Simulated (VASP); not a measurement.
# CoSn (P6/mmm) in VASP: notebook

Runs on CoSn. Level: PBE. Tasks: single point, relaxation of cell and atoms.

Everything below comes from runs of VASP 6.6.1. Logs are shortened: lines on timing, memory, paths and dates and some standing lists are left out, and cuts for length are marked.

## (1) The cell of the first run

Symmetry: P6/mmm, No. 191, hexagonal system. The conventional cell has a = 5.085 Å, b = 5.085 Å, c = 4.061 Å, α = 90.00°, β = 90.00°, γ = 120.00°. Co (site symmetry mmm) has 6 Sn at 2.51 to 2.54 Å and 4 Co at 2.54 Å within 3.3 Å. Sn (site symmetry -6m2) has 6 Co at 2.51 Å and 3 Sn at 2.94 Å within 3.3 Å. Sn (site symmetry 6/mmm) has 6 Co at 2.54 Å within 3.4 Å.

## (2) Single point, PBE (equal strain along all axes, cell held: -4.0 %)

Contents of INCAR:

```
PREC = Accurate
ENCUT = 520
EDIFF = 1E-7
ISMEAR = 0
SIGMA = 0.1
LREAL = F
LASPH = T
NELM = 60
ALGO = Fast
ISIF = 2
LWAVE = F
LCHARG = T
GGA = PE
LELF = T
LVHAR = T
NBANDS = 44
```

Contents of KPOINTS:

```
Automatic mesh
0
Gamma
  12 12 8
```

Contents of POSCAR:

```
CoSn
1.0
    5.0847216692      0.0000000000      0.0000000000
   -2.5423608346      4.4034981367      0.0000000000
    0.0000000000      0.0000000000      4.0610761766
Co Sn
3 3
Direct
    0.0000000000      0.5000000000      0.0000000000
    0.5000000000      0.5000000000      0.0000000000
    0.5000000000      0.0000000000      0.0000000000
    0.6666666667      0.3333333333      0.5000000000
    0.3333333333      0.6666666667      0.5000000000
    0.0000000000      0.0000000000      0.0000000000
```

Potentials or basis: VASP PAW PBE potentials, release 64 (Co, Sn_d).

Command:

```
$ cat potpaw_PBE.64/Co/POTCAR potpaw_PBE.64/Sn_d/POTCAR > POTCAR
$ mpirun -np 1 vasp_std > vasp.out
```

OUTCAR:

```text
PREC = Accurate
   ENCUT = 520
   EDIFF = 1E-7
   ISMEAR = 0
   LREAL = F
   LASPH = T
   NELM = 60
   ISIF = 2
   GGA = PE

 ion  position               nearest neighbor table
   1  0.000  0.500  0.000-   4 2.51   5 2.51   4 2.51   5 2.51   3 2.54   6 2.54   6 2.54   3 2.54
                             2 2.54   2 2.54
   2  0.500  0.500  0.000-   4 2.51   5 2.51   4 2.51   5 2.51   3 2.54   6 2.54   3 2.54   6 2.54
                             1 2.54   1 2.54
   3  0.500  0.000  0.000-   4 2.51   5 2.51   4 2.51   5 2.51   1 2.54   2 2.54   2 2.54   1 2.54
                             6 2.54   6 2.54
   4  0.667  0.333  0.500-   3 2.51   3 2.51   1 2.51   1 2.51   2 2.51   2 2.51   5 2.94   5 2.94
                             5 2.94   6 3.57   6 3.57   6 3.57   6 3.57   6 3.57   6 3.57
   5  0.333  0.667  0.500-   3 2.51   3 2.51   1 2.51   1 2.51   2 2.51   2 2.51   4 2.94   4 2.94
                             4 2.94   6 3.57   6 3.57   6 3.57   6 3.57   6 3.57   6 3.57
   6  0.000  0.000  0.000-   1 2.54   2 2.54   1 2.54   2 2.54   3 2.54   3 2.54   5 3.57   4 3.57
                             5 3.57   4 3.57   4 3.57   4 3.57   5 3.57   5 3.57   4 3.57   5 3.57

  LATTYP: Found a hexagonal cell.
 ALAT       =     5.0847216692
 C/A-ratio  =     0.7986820992

  Lattice vectors:

 A1 = (   5.0847216692,   0.0000000000,   0.0000000000)
 A2 = (  -2.5423608346,   4.4034981367,   0.0000000000)
 A3 = (   0.0000000000,   0.0000000000,   4.0610761766)

Analysis of symmetry for initial positions (statically):
=====================================================================
 Subroutine PRICEL returns:
 Original cell was already a primitive cell.

 Routine SETGRP: Setting up the symmetry group for a
 hexagonal supercell.

 Subroutine GETGRP returns: Found 24 space group operations
 (whereof 24 operations were pure point group operations)
 out of a pool of 24 trial point group operations.

The static configuration has the point symmetry D_6h.

Analysis of symmetry for dynamics (positions and initial velocities):
=====================================================================
 Subroutine PRICEL returns:
 Original cell was already a primitive cell.

 Routine SETGRP: Setting up the symmetry group for a
 hexagonal supercell.

 Subroutine GETGRP returns: Found 24 space group operations
 (whereof 24 operations were pure point group operations)
 out of a pool of 24 trial point group operations.

The dynamic configuration has the point symmetry D_6h.

 Subroutine INISYM returns: Found 24 space group operations
 (whereof 24 operations are pure point group operations),
 and found     1 'primitive' translations

----------------------------------------------------------------------------------------

                                     Primitive cell

  volume of cell :      90.9298

  direct lattice vectors                    reciprocal lattice vectors
     5.084721669  0.000000000  0.000000000     0.196667599  0.113546091  0.000000000
    -2.542360835  4.403498137  0.000000000     0.000000000  0.227092182  0.000000000
     0.000000000  0.000000000  4.061076177     0.000000000  0.000000000  0.246240148

  length of vectors
     5.084721669  5.084721669  4.061076177     0.227092182  0.227092182  0.246240148

  position of ions in fractional coordinates (direct lattice)
     0.000000000  0.500000000  0.000000000
     0.500000000  0.500000000  0.000000000
     0.500000000  0.000000000  0.000000000
     0.666666667  0.333333333  0.500000000
     0.333333333  0.666666667  0.500000000
     0.000000000  0.000000000  0.000000000

  ion indices of the primitive-cell ions
   primitive index   ion index
                 1           1
                 2           2
                 3           3
                 4           4
                 5           5
                 6           6

----------------------------------------------------------------------------------------

 KPOINTS: Automatic mesh

Automatic generation of k-mesh.
 Grid dimensions read from file:
 generate k-points for:   12   12    8

 Generating k-lattice:

  Cartesian coordinates                     Fractional coordinates (reciprocal lattice)
     0.016388967  0.009462174  0.000000000     0.083333333  0.000000000  0.000000000
     0.000000000  0.018924348  0.000000000     0.000000000  0.083333333  0.000000000
     0.000000000  0.000000000  0.030780019     0.000000000  0.000000000  0.125000000

  Length of vectors
     0.018924348  0.018924348  0.030780019

  Shift w.r.t. Gamma in fractional coordinates (k-lattice)
     0.000000000  0.000000000  0.000000000

 Subroutine IBZKPT returns following result:
 ===========================================

 Found     95 irreducible k-points:

 Following reciprocal coordinates:
            Coordinates               Weight
  0.000000  0.000000  0.000000      1.000000
  0.083333  0.000000  0.000000      6.000000
  0.166667 -0.000000  0.000000      6.000000
  0.250000  0.000000  0.000000      6.000000
  0.333333  0.000000  0.000000      6.000000
  0.416667 -0.000000  0.000000      6.000000
[... 16 lines left out ...]
  0.250000  0.000000  0.125000     12.000000
  0.333333  0.000000  0.125000     12.000000
 [... further k-points ...]
   k-points           NKPTS =     95   k-points in BZ     NKDIM =     95   number of bands    NBANDS=     44
   number of dos      NEDOS =    301   number of ions     NIONS =      6
   total plane-waves  NPLWV =  48000
   dimension x,y,z NGX =    40 NGY =   40 NGZ =   30
   dimension x,y,z NGXF=    80 NGYF=   80 NGZF=   60
   ions per type =               3   3
   NGX,Y,Z   is equivalent  to a cutoff of  13.08, 13.08, 12.28 a.u.
   NGXF,Y,Z  is equivalent  to a cutoff of  26.16, 26.16, 24.56 a.u.
 SYSTEM =  unknown system
   PREC   = accura    normal or accurate (medium, high low for compatibility)
   ISTART =      0    job   : 0-new  1-cont  2-samecut
   ICHARG =      2    charge: 1-file 2-atom 10-const
   ISPIN  =      1    spin polarized calculation?
   LNONCOLLINEAR =      F non collinear calculations
   LSORBIT =      F    spin-orbit coupling
   LASPH  =      T    aspherical Exc in radial PAW
   ENCUT  =  520.0 eV  38.22 Ry    6.18 a.u.   9.45  9.45  7.55*2*pi/ulx,y,z
   NELM   =     60;   NELMIN=  2; NELMDL= -5     # of ELM steps
   EDIFF  = 0.1E-06   stopping-criterion for ELM
   LREAL  =      F    real-space projection
   EDIFFG = 0.1E-05   stopping-criterion for IOM
   NSW    =      0    number of steps for IOM
   IBRION =     -1    ionic relax: 0-MD 1-quasi-New 2-CG
   NFREE  =      0    steps in history (QN), initial steepest desc. (CG)
   ISIF   =      2    stress and relaxation
   ISYM   =      2    0-nonsym 1-usesym 2-fastsym
   POTIM  = 0.5000    time-step for ionic-motion
   TEBEG  =    0.0;   TEEND  =   0.0 temperature during run
   PSTRESS=    0.0 pullay stress
   NELECT =      69.0000    total number of electrons
   NUPDOWN=      -1.0000    fix difference up-down
   EMIN   =  10.00;   EMAX   =-10.00  energy-range for DOS
   EFERMI =   0.00;   METHOD = LEGACY
   ISMEAR =     0;   SIGMA  =   0.10  broadening in eV -4-tet -1-fermi 0-gaus
   EFERMI_NEDOS =   21; number of points for ismear=-14 and -15
   IALGO  =     68    algorithm
   IMIX   =      4    mixing-type and parameters
     AMIX     =   0.40;   BMIX     =  1.00
     AMIX_MAG =   1.60;   BMIX_MAG =  1.00
  volume/ion in A,a.u.               =      15.15       102.27
  Fermi-wavevector in a.u.,A,eV,Ry     =   1.493215  2.821768 30.336808  2.229692
  Thomas-Fermi vector in A             =   2.605644
   LORBIT       =      0    0 simple, 1 ext, 2 COOP (PROOUT), +10 PAW based schemes
   GGA     = PE    functional components
   LHFCALC =     F    Hartree Fock is set to
   AEXX    =    0.0000 exact exchange contribution
   IVDW    =     0    specifies the selected vdW correction
   LEPSILON=     F    determine dielectric tensor
   LRPA    =     F    only Hartree local field effects (RPA)
 non-spin polarized calculation
 RMM-DIIS sequential band-by-band and
 Gauss-broadening in eV      SIGMA  =   0.10
  energy-cutoff  :      520.00
  volume of cell :       90.93
 maximum number of plane-waves:      2481
 NGX is ok and might be reduce to    40
   NGX = 19   NGY = 19   NGZ = 15

 number of electron      69.0000019 magnetization

 Free energy of the ion-electron system (eV)
  ---------------------------------------------------
  ext. energy  EPLUGINS =         0.00000000
  ---------------------------------------------------
  free energy    TOTEN  =       -32.57462139 eV

  energy without entropy =      -32.56405402  energy(sigma->0) =      -32.56933771

 E-fermi :  11.5148     XC(G=0): -12.3614

 val. band max:       11.5119771539   @ k =   0.3333   0.0000   0.1250
 cond. band min:      11.5482915394   @ k =   0.2500   0.0000   0.0000
 fundamental gap:      0.0363143855
 Fermi energy:        11.5148287210

 k-point     1 :       0.0000    0.0000    0.0000
  band No.  band energies     occupation
      1     -10.0345      2.00000
      2      -9.9512      2.00000
      3      -9.9512      2.00000
      4      -9.9115      2.00000
      5      -9.9115      2.00000
      6      -9.8748      2.00000
[... 36 lines left out ...]
     43      18.3311      0.00000
     44      18.5588      0.00000

 k-point     2 :       0.0833    0.0000    0.0000
  band No.  band energies     occupation
      1     -10.0332      2.00000
      2      -9.9599      2.00000
      3      -9.9565      2.00000
      4      -9.9148      2.00000
      5      -9.9134      2.00000
      6      -9.8793      2.00000
[... 36 lines left out ...]
     43      17.9100      0.00000
     44      18.1896      0.00000

 k-point     3 :       0.1667   -0.0000    0.0000
  band No.  band energies     occupation
      1     -10.0297      2.00000
      2      -9.9800      2.00000
      3      -9.9714      2.00000
      4      -9.9226      2.00000
      5      -9.9161      2.00000
      6      -9.8855      2.00000
[... 36 lines left out ...]
     43      17.1090      0.00000
     44      17.9704      0.00000

 k-point     4 :       0.2500    0.0000    0.0000
  band No.  band energies     occupation
      1     -10.0252      2.00000
      2     -10.0023      2.00000
      3      -9.9909      2.00000
      4      -9.9313      2.00000
      5      -9.9151      2.00000
      6      -9.8879      2.00000
[... 882 lines left out ...]
     43      16.9832      0.00000
     44      18.3497      0.00000

 k-point    23 :       0.2500    0.0000    0.1250
  band No.  band energies     occupation
      1     -10.0213      2.00000
      2     -10.0044      2.00000
      3      -9.9928      2.00000
      4      -9.9276      2.00000
      5      -9.9136      2.00000
      6      -9.8833      2.00000
[... 36 lines left out ...]
     43      16.9008      0.00000
     44      18.7507      0.00000

 k-point    24 :       0.3333    0.0000    0.1250
  band No.  band energies     occupation
      1     -10.0232      2.00000
      2     -10.0193      2.00000
      3     -10.0076      2.00000
      4      -9.9341      2.00000
      5      -9.9088      2.00000
      6      -9.8836      2.00000
[... 36 lines left out ...]
     43      16.7714      0.00000
     44      18.7478      0.00000

 [... further k-points ...]

------------------------ aborting loop because EDIFF is reached ----------------------------------------

  FORCE on cell =-STRESS in cart. coord.  units (eV):
  Direction    XX          YY          ZZ          XY          YZ          ZX
  --------------------------------------------------------------------------------------
  -------------------------------------------------------------------------------------
  Total       11.8700195     11.8700195     11.8227277      0.0000000      0.0000000     -0.0000000
  in kB      209.1490404    209.1490404    208.3157624      0.0000000      0.0000000     -0.0000000
  external PRESSURE =     208.8712811 kB  Pullay stress =       0.0000000 kB

 VOLUME and BASIS-vectors are now :
 -----------------------------------------------------------------------------
  energy-cutoff  :      520.00
  volume of cell :       90.93
      direct lattice vectors                 reciprocal lattice vectors
     5.084721669  0.000000000  0.000000000     0.196667599  0.113546091  0.000000000
    -2.542360835  4.403498137  0.000000000     0.000000000  0.227092182  0.000000000
     0.000000000  0.000000000  4.061076177     0.000000000  0.000000000  0.246240148

 POSITION                                       TOTAL-FORCE (eV/Angst)
 -----------------------------------------------------------------------------------
     -1.27118      2.20175      0.00000        -0.000000      0.000000      0.000000
      1.27118      2.20175      0.00000        -0.000000      0.000000      0.000000
      2.54236      0.00000      0.00000        -0.000000      0.000000      0.000000
      2.54236      1.46783      2.03054         0.000000     -0.000000      0.000000
     -0.00000      2.93567      2.03054        -0.000000     -0.000000     -0.000000
      0.00000      0.00000      0.00000        -0.000000      0.000000      0.000000
 -----------------------------------------------------------------------------------
    total drift:                               -0.000000      0.000000     -0.000000

  FREE ENERGIE OF THE ION-ELECTRON SYSTEM (eV)
  ---------------------------------------------------
  free  energy   TOTEN  =       -32.5746213935 eV

  energy  without entropy=      -32.5640540192  energy(sigma->0) =      -32.56933771
```

Wall time 4.7 min (1 thread of Intel Xeon 6975P-C (Granite Rapids), shared host); peak memory 0.43 GiB.

What came out:

| Property | Result |
| --- | --- |
| Free energy | -32.5746 eV |
| Pressure | 20.9 GPa |
| Band gap on the k mesh | zero (an odd number of electrons rules out a gap without spin polarisation) |

Caveat: the cell differs from its parent crystal (equal strain along all axes, cell held: -4.0 %); the cell stands under pressure; spin-orbit coupling is left out, which moves the levels of the heavy elements; the run has no spin polarisation, though such a crystal can be magnetic. Spin polarisation is off, so any magnetic state and its effect on volume and gap are missing.

(Part 1 of 3 ends here.)

The gap in the log of VASP goes by the Fermi energy; the results here count the filled bands.